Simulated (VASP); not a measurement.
Write the native input for VASP 6.6.1 that does the following.

| Item | Value |
| --- | --- |
| Task | single point |
| Functional | PBEsol |
| Potentials or basis | VASP PAW PBE potentials, release 64 (Tl_d) |
| Cutoff | 520 eV |
| k mesh | 8 × 8 × 8 |
| Occupations | fermi-dirac, width 0.05 eV |
| Spin | no spin polarisation |
| Dipole correction | no |
| Further INCAR settings | ALGO = Normal; EDIFF = 1e-07; NBANDS = 20 |

The structure of Tl lies in POSCAR:

```
Tl
1.0
    0.0000000000      3.4017220227      3.4017220227
    3.4017220227      0.0000000000      3.4017220227
    3.4017220227      3.4017220227      0.0000000000
Tl
2
Direct
   -0.0875000000     -0.1375000000     -0.1375000000
    0.0875000000      0.1375000000      0.1375000000
```

This cell differs from its parent crystal: shortest bond scaled by 1.1.

These files were run (other wordings do the same):

INCAR

```
ALGO     = Normal         # electronic algorithm
EDIFF    = 1E-7           # SCF threshold, eV
ENCUT    = 520            # plane-wave cutoff, eV
GGA      = PS             # functional
ISIF     = 2              # what is computed and relaxed
ISMEAR   = -1             # smearing method
LASPH    = True           # aspherical terms in the spheres
LCHARG   = False          # write CHGCAR
LREAL    = False          # projectors in reciprocal space
LWAVE    = False          # write WAVECAR
NBANDS   = 20             # bands
NELM     = 80             # most SCF steps
PREC     = Accurate       # precision mode
SIGMA    = 0.05           # smearing width, eV
```

KPOINTS

```
k-points
0
Gamma
  8 8 8
```

Potentials or basis: VASP PAW PBE potentials, release 64 (Tl_d).

Run with:

```console
$ cat potpaw_PBE.64/Tl_d/POTCAR > POTCAR
$ mpirun -np 1 vasp_std > vasp.out
```

It gave:

* Pressure: 1.2 GPa
* Largest force: 0.340 eV/Å
* Band gap on the k mesh: zero (band 13 reaches 5.62 eV, above the bottom of band 14 at 2.59 eV)

Caveat: the cell differs from its parent crystal (shortest bond scaled by 1.1); the PAW data sets were made with another functional, which shifts forces and pressure a little; spin-orbit coupling is left out, which moves the levels of the heavy elements.

Wall time 25 s on 1 thread of Intel(R) Xeon(R) 6975P-C (Granite Rapids), on a shared host, peak memory 0.24 GiB.
